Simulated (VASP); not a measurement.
# Sc12H (a cell with a defect) in VASP: a series of runs

Runs on Sc12H (a cell with a defect). Level: PBE. Tasks: single point.

Everything below comes from runs of VASP 6.6.1. Logs are shortened: lines on timing, memory, paths and dates and some standing lists are left out, and cuts for length are marked.

## 1. The cell of the first run

The cell holds a defect, 13 atoms: a = 6.620 Å, b = 9.930 Å, c = 5.276 Å, α = 90.00°, β = 90.00°, γ = 120.00°.

## 2. Single point, PBE

INCAR reads:

```
SYSTEM = Sc12H
ALGO     = Normal         ! electronic algorithm
EDIFF    = 1E-7           ! SCF threshold, eV
ENCUT    = 520            ! plane-wave cutoff, eV
GGA      = PE             ! functional
ISIF     = 2              ! what is computed and relaxed
ISMEAR   = 0              ! smearing method
LASPH    = .True.         ! aspherical terms in the spheres
LCHARG   = .True.         ! write CHGCAR
LELF     = .True.         ! ELF
LREAL    = .False.        ! projectors in reciprocal space
LVHAR    = .True.       
LWAVE    = .False.        ! write WAVECAR
NBANDS   = 78             ! bands
NELM     = 100            ! most SCF steps
PREC     = Accurate       ! precision mode
SIGMA    = 0.15           ! smearing width, eV
```

KPOINTS reads:

```
k-points
0
Gamma
  4 3 4
  0 0 0
```

POSCAR reads:

```
Sc12H
1.0
    6.6200000000      0.0000000000      0.0000000000
   -4.9650000000      8.5996320000      0.0000000000
    0.0000000000      0.0000000000      5.2761400000
Sc H
12 1
Direct
   -0.0003277064      0.0001797751      0.0035264417
    0.1678706001      0.2229448888      0.5036043395
   -0.0000355038      0.3340984824      0.0043245630
    0.1639352031      0.5548382768      0.5019353163
   -0.0004746764      0.6660144295      0.0034542298
    0.1671196447      0.8899418022      0.5032391104
    0.5001691684     -0.0004368792      0.0035256835
    0.6650401398      0.2215856446      0.5036721922
    0.5012810492      0.3344240777      0.0036776886
    0.6679636818      0.5549300249      0.5015477224
    0.5003144436      0.6671276166     -0.0139757474
    0.6692169094      0.8922680645      0.5023744631
    0.5006124166      0.6677674114      0.5978211344
```

Potentials or basis: VASP PAW PBE potentials, release 64 (Sc_sv, H).

Command:

```console
$ cat potpaw_PBE.64/Sc_sv/POTCAR potpaw_PBE.64/H/POTCAR > POTCAR
$ mpirun -np 1 vasp_std > vasp.out
```

OUTCAR:

```text
SYSTEM = Sc12H
   EDIFF = 1E-7
   ENCUT = 520
   GGA = PE
   ISIF = 2
   ISMEAR = 0
   LASPH = .True.
   LREAL = .False.
   NELM = 100
   PREC = Accurate

 ion  position               nearest neighbor table
   1  1.000  0.000  0.004-  12 3.24  12 3.25   6 3.25   6 3.26   2 3.26   2 3.26   7 3.30  11 3.31
                             3 3.31   7 3.32   5 3.32   9 3.32
   2  0.168  0.223  0.504-   9 3.26   9 3.26   3 3.26   1 3.26   1 3.26   3 3.26  12 3.29   8 3.30
                            10 3.30   6 3.30   4 3.31   8 3.32
   3  1.000  0.334  0.004-   4 3.24   2 3.26   8 3.26   4 3.26   2 3.26   8 3.27   5 3.30   9 3.30
                            11 3.31   1 3.31   7 3.32   9 3.32
   4  0.164  0.555  0.502-  13 2.00  11 3.20   3 3.24   5 3.24   5 3.26   3 3.26  10 3.28   8 3.31
                             2 3.31   6 3.32  11 3.34  10 3.34  12 3.35
   5  1.000  0.666  0.003-  10 3.24   4 3.24   4 3.26  10 3.26   6 3.27   6 3.27   9 3.30   3 3.30
                            11 3.31  11 3.31   7 3.31   1 3.32
   6  0.167  0.890  0.503-   1 3.25   7 3.26   1 3.26   7 3.26   5 3.27   5 3.27   8 3.29   2 3.30
                            12 3.31  12 3.31  10 3.32   4 3.32
   7  0.500  1.000  0.004-  12 3.24  12 3.25   6 3.26   8 3.26   8 3.26   6 3.26  11 3.30   1 3.30
                             5 3.31   3 3.32   1 3.32   9 3.32
   8  0.665  0.222  0.504-   7 3.26   9 3.26   9 3.26   7 3.26   3 3.26   3 3.27  12 3.28   6 3.29
                             2 3.30  10 3.30   4 3.31   2 3.32
   9  0.501  0.334  0.004-  10 3.24   8 3.26   8 3.26   2 3.26  10 3.26   2 3.26   5 3.30   3 3.30
                            11 3.31   3 3.32   1 3.32   7 3.32
  10  0.668  0.555  0.502-  13 2.00  11 3.20   9 3.24   5 3.24   9 3.26   5 3.26   4 3.28   8 3.30
                             2 3.30   6 3.32  11 3.33   4 3.34  12 3.35
  11  0.500  0.667  0.986-  13 2.05   4 3.20  10 3.20  12 3.20   7 3.30   1 3.31   9 3.31   5 3.31
                             3 3.31   5 3.31  10 3.33   4 3.34  12 3.34
  12  0.669  0.892  0.502-  13 2.00  11 3.20   7 3.24   1 3.24   7 3.25   1 3.25   8 3.28   2 3.29
                             6 3.31   6 3.31  11 3.34  10 3.35   4 3.35
  13  0.501  0.668  0.598-  12 2.00   4 2.00  10 2.00  11 2.05

  LATTYP: Found a simple monoclinic cell.
 ALAT       =     6.6200000000
 B/A-ratio  =     0.7970000000
 C/A-ratio  =     1.3228756170
 COS(beta)  =    -0.1889822420

  Lattice vectors:

 A1 = (   6.6200000000,   0.0000000000,   0.0000000000)
 A2 = (   0.0000000000,   0.0000000000,   5.2761400000)
 A3 = (  -1.6550000000,  -8.5996320000,   0.0000000000)

Analysis of symmetry for initial positions (statically):
=====================================================================
 Subroutine PRICEL returns:
 Original cell was already a primitive cell.

 Routine SETGRP: Setting up the symmetry group for a
 simple monoclinic supercell.

 Subroutine GETGRP returns: Found  1 space group operations
 (whereof  1 operations were pure point group operations)
 out of a pool of  4 trial point group operations.

The static configuration has the point symmetry C_1 .

Analysis of symmetry for dynamics (positions and initial velocities):
=====================================================================
 Subroutine PRICEL returns:
 Original cell was already a primitive cell.

 Routine SETGRP: Setting up the symmetry group for a
 simple monoclinic supercell.

 Subroutine GETGRP returns: Found  1 space group operations
 (whereof  1 operations were pure point group operations)
 out of a pool of  4 trial point group operations.

The dynamic configuration has the point symmetry C_1 .

 Subroutine INISYM returns: Found  1 space group operations
 (whereof  1 operations are pure point group operations),
 and found     1 'primitive' translations

----------------------------------------------------------------------------------------

                                     Primitive cell

  volume of cell :     300.3683

  direct lattice vectors                    reciprocal lattice vectors
     6.620000000  0.000000000  0.000000000     0.151057402  0.087213034  0.000000000
    -4.965000000  8.599632000  0.000000000     0.000000000  0.116284046  0.000000000
     0.000000000  0.000000000  5.276140000     0.000000000  0.000000000  0.189532499

  length of vectors
     6.620000000  9.929999775  5.276140000     0.174426065  0.116284046  0.189532499

  position of ions in fractional coordinates (direct lattice)
     0.999672294  0.000179775  0.003526442
     0.167870600  0.222944889  0.503604340
     0.999964496  0.334098482  0.004324563
     0.163935203  0.554838277  0.501935316
     0.999525324  0.666014430  0.003454230
     0.167119645  0.889941802  0.503239110
     0.500169168  0.999563121  0.003525684
     0.665040140  0.221585645  0.503672192
     0.501281049  0.334424078  0.003677689
     0.667963682  0.554930025  0.501547722
     0.500314444  0.667127617  0.986024253
     0.669216909  0.892268065  0.502374463
     0.500612417  0.667767411  0.597821134

  ion indices of the primitive-cell ions
   primitive index   ion index
                 1           1
                 2           2
                 3           3
                 4           4
                 5           5
                 6           6
                 7           7
                 8           8
                 9           9
                10          10
                11          11
                12          12
                13          13

----------------------------------------------------------------------------------------

 KPOINTS: k-points

Automatic generation of k-mesh.
 Grid dimensions read from file:
 generate k-points for:    4    3    4

 Generating k-lattice:

  Cartesian coordinates                     Fractional coordinates (reciprocal lattice)
     0.037764350  0.021803259  0.000000000     0.250000000  0.000000000  0.000000000
     0.000000000  0.038761349  0.000000000     0.000000000  0.333333333  0.000000000
     0.000000000  0.000000000  0.047383125     0.000000000  0.000000000  0.250000000

  Length of vectors
     0.043606516  0.038761349  0.047383125

  Shift w.r.t. Gamma in fractional coordinates (k-lattice)
     0.000000000  0.000000000  0.000000000

 Subroutine IBZKPT returns following result:
 ===========================================

 Found     26 irreducible k-points:

 Following reciprocal coordinates:
            Coordinates               Weight
  0.000000  0.000000  0.000000      1.000000
  0.250000  0.000000  0.000000      2.000000
  0.500000  0.000000  0.000000      1.000000
  0.000000  0.333333  0.000000      2.000000
  0.250000  0.333333  0.000000      2.000000
  0.500000  0.333333  0.000000      2.000000
[... 16 lines left out ...]
  0.000000  0.333333  0.500000      2.000000
  0.250000  0.333333  0.500000      2.000000
 [... further k-points ...]
   k-points           NKPTS =     26   k-points in BZ     NKDIM =     26   number of bands    NBANDS=     78
   number of dos      NEDOS =    301   number of ions     NIONS =     13
   total plane-waves  NPLWV = 160000
   dimension x,y,z NGX =    50 NGY =   80 NGZ =   40
   dimension x,y,z NGXF=   100 NGYF=  160 NGZF=   80
   ions per type =              12   1
   NGX,Y,Z   is equivalent  to a cutoff of  12.56, 13.39, 12.60 a.u.
   NGXF,Y,Z  is equivalent  to a cutoff of  25.11, 26.79, 25.21 a.u.
 SYSTEM =  Sc12H
   PREC   = accura    normal or accurate (medium, high low for compatibility)
   ISTART =      0    job   : 0-new  1-cont  2-samecut
   ICHARG =      2    charge: 1-file 2-atom 10-const
   ISPIN  =      1    spin polarized calculation?
   LNONCOLLINEAR =      F non collinear calculations
   LSORBIT =      F    spin-orbit coupling
   LASPH  =      T    aspherical Exc in radial PAW
   ENCUT  =  520.0 eV  38.22 Ry    6.18 a.u.  12.31 18.46  9.81*2*pi/ulx,y,z
   NELM   =    100;   NELMIN=  2; NELMDL= -5     # of ELM steps
   EDIFF  = 0.1E-06   stopping-criterion for ELM
   LREAL  =      F    real-space projection
   EDIFFG = 0.1E-05   stopping-criterion for IOM
   NSW    =      0    number of steps for IOM
   IBRION =     -1    ionic relax: 0-MD 1-quasi-New 2-CG
   NFREE  =      0    steps in history (QN), initial steepest desc. (CG)
   ISIF   =      2    stress and relaxation
   ISYM   =      2    0-nonsym 1-usesym 2-fastsym
   POTIM  = 0.5000    time-step for ionic-motion
   TEBEG  =    0.0;   TEEND  =   0.0 temperature during run
   PSTRESS=    0.0 pullay stress
   NELECT =     133.0000    total number of electrons
   NUPDOWN=      -1.0000    fix difference up-down
   EMIN   =  10.00;   EMAX   =-10.00  energy-range for DOS
   EFERMI =   0.00;   METHOD = LEGACY
   ISMEAR =     0;   SIGMA  =   0.15  broadening in eV -4-tet -1-fermi 0-gaus
   EFERMI_NEDOS =   21; number of points for ismear=-14 and -15
   IALGO  =     38    algorithm
   IMIX   =      4    mixing-type and parameters
     AMIX     =   0.40;   BMIX     =  1.00
     AMIX_MAG =   1.60;   BMIX_MAG =  1.00
  volume/ion in A,a.u.               =      23.11       155.92
  Fermi-wavevector in a.u.,A,eV,Ry     =   1.247788  2.357977 21.183915  1.556974
  Thomas-Fermi vector in A             =   2.381904
   LORBIT       =      0    0 simple, 1 ext, 2 COOP (PROOUT), +10 PAW based schemes
   GGA     = PE    functional components
   LHFCALC =     F    Hartree Fock is set to
   AEXX    =    0.0000 exact exchange contribution
   IVDW    =     0    specifies the selected vdW correction
   LEPSILON=     F    determine dielectric tensor
   LRPA    =     F    only Hartree local field effects (RPA)
 non-spin polarized calculation
 Gauss-broadening in eV      SIGMA  =   0.15
  energy-cutoff  :      520.00
  volume of cell :      300.37
 maximum number of plane-waves:      8108
 NGX is ok and might be reduce to    50
   NGX = 25   NGY = 37   NGZ = 19

 number of electron     132.9999997 magnetization

 Free energy of the ion-electron system (eV)
  ---------------------------------------------------
  ext. energy  EPLUGINS =         0.00000000
  ---------------------------------------------------
  free energy    TOTEN  =       -79.49158754 eV

  energy without entropy =      -79.25401750  energy(sigma->0) =      -79.37280252

 E-fermi :   3.6371     XC(G=0):  -9.8570

 val. band max:        3.6365561710   @ k =  -0.2500  -0.3333   0.2500
 cond. band min:       3.6428324593   @ k =  -0.2500   0.3333   0.0000
 fundamental gap:      0.0062762883
 Fermi energy:         3.6370831469

 k-point     1 :       0.0000    0.0000    0.0000
  band No.  band energies     occupation
      1     -45.8574      2.00000
      2     -45.8141      2.00000
      3     -45.7898      2.00000
      4     -45.7809      2.00000
      5     -45.7708      2.00000
      6     -45.7668      2.00000
[... 70 lines left out ...]
     77       4.9941      0.00000
     78       5.0523      0.00000

 k-point     2 :       0.2500    0.0000    0.0000
  band No.  band energies     occupation
      1     -45.8556      2.00000
      2     -45.8111      2.00000
      3     -45.7923      2.00000
      4     -45.7824      2.00000
      5     -45.7741      2.00000
      6     -45.7673      2.00000
[... 70 lines left out ...]
     77       4.9750      0.00000
     78       5.0367      0.00000
[... 1699 lines left out ...]
     77       4.7112      0.00000
     78       4.7562      0.00000

 k-point    24 :       0.2500    0.3333    0.5000
  band No.  band energies     occupation
      1     -45.8504      2.00000
      2     -45.7896      2.00000
      3     -45.7839      2.00000
      4     -45.7792      2.00000
      5     -45.7776      2.00000
      6     -45.7663      2.00000
[... 70 lines left out ...]
     77       4.5894      0.00000
     78       4.6111      0.00000

 [... further k-points ...]
[... 5 lines left out ...]
  --------------------------------------------------------------------------------------
  -------------------------------------------------------------------------------------
  Total        0.5503446      0.4441896     -2.7579039     -0.0353575      0.0221082     -0.0053796
  in kB        2.9355609      2.3693261    -14.7107749     -0.1885985      0.1179262     -0.0286952
  external PRESSURE =      -3.1352960 kB  Pullay stress =       0.0000000 kB

 VOLUME and BASIS-vectors are now :
 -----------------------------------------------------------------------------
  energy-cutoff  :      520.00
  volume of cell :      300.37
      direct lattice vectors                 reciprocal lattice vectors
     6.620000000  0.000000000  0.000000000     0.151057402  0.087213034  0.000000000
    -4.965000000  8.599632000  0.000000000     0.000000000  0.116284046  0.000000000
     0.000000000  0.000000000  5.276140000     0.000000000  0.000000000  0.189532499

 POSITION                                       TOTAL-FORCE (eV/Angst)
 -----------------------------------------------------------------------------------
      6.61694      0.00155      0.01861         0.011609      0.007512     -0.001076
      0.00438      1.91724      2.65709        -0.006744     -0.001332     -0.004656
      4.96097      2.87312      0.02282         0.006789     -0.008657     -0.000339
     -1.66952      4.77140      2.64828        -0.017789     -0.009545     -0.000495
      3.31010      5.72748      0.01823        -0.001656      0.012264     -0.001933
     -3.31223      7.65317      2.65516         0.000537     -0.005606     -0.006788
     -1.65171      8.59587      0.01860        -0.011891      0.010339     -0.001511
      3.30239      1.90556      2.65745         0.007794      0.009748     -0.002393
      1.65806      2.87592      0.01940        -0.007430     -0.018199     -0.000904
      1.66669      4.77219      2.64624         0.018595     -0.007129     -0.001322
     -0.00021      5.73705      5.20240         0.000468     -0.003701      0.025765
      0.00010      7.67318      2.65060        -0.000896      0.017017      0.002673
     -0.00141      5.74255      3.15419         0.000613     -0.002712     -0.007022
 -----------------------------------------------------------------------------------
    total drift:                               -0.000017      0.000280     -0.001057

  FREE ENERGIE OF THE ION-ELECTRON SYSTEM (eV)
  ---------------------------------------------------
  free  energy   TOTEN  =       -79.4915875354 eV

  energy  without entropy=      -79.2540174990  energy(sigma->0) =      -79.37280252
```

It took 23 min on 1 thread of Intel Xeon Platinum 8259CL at 2.50GHz (Skylake/Cascade Lake), shared host; peak memory 0.64 GiB.

Results:

```yaml
Free_energy: -79.4916 eV
Pressure: -0.3 GPa
Largest_force: 0.026 eV/Å
```

Forces on the atoms (eV/Å):
```
Sc   0.012  0.008 -0.001
Sc  -0.007 -0.001 -0.005
Sc   0.007 -0.009  0.000
Sc  -0.018 -0.010  0.000
Sc  -0.002  0.012 -0.002
Sc   0.001 -0.006 -0.007
Sc  -0.012  0.010 -0.002
Sc   0.008  0.010 -0.002
Sc  -0.007 -0.018 -0.001
Sc   0.019 -0.007 -0.001
Sc   0.000 -0.004  0.026
Sc  -0.001  0.017  0.003
H    0.001 -0.003 -0.007
```

Stress tensor (GPa, compression positive):
```
 0.29 -0.02  0.00
-0.02  0.24  0.01
 0.00  0.01 -1.47
```

Levels at points of the mesh, in eV from the Fermi level:
```tsv
k point	band 65	band 66	band 67	band 68	band 69	band 70	band 71	band 72
(0.00, 0.00, 0.00)	-0.48	-0.43	-0.29	-0.29	0.01	0.09	0.34	1.00
(0.50, 0.00, 0.00)	-0.43	-0.38	-0.30	-0.26	0.12	0.18	0.40	0.44
(0.00, 0.00, 0.50)	0.13	0.14	0.17	0.18	0.20	0.21	0.63	0.69
(0.50, 0.00, 0.50)	0.18	0.26	0.29	0.31	0.33	0.33	0.34	0.35
```

(Continued in part 2 of 2.)
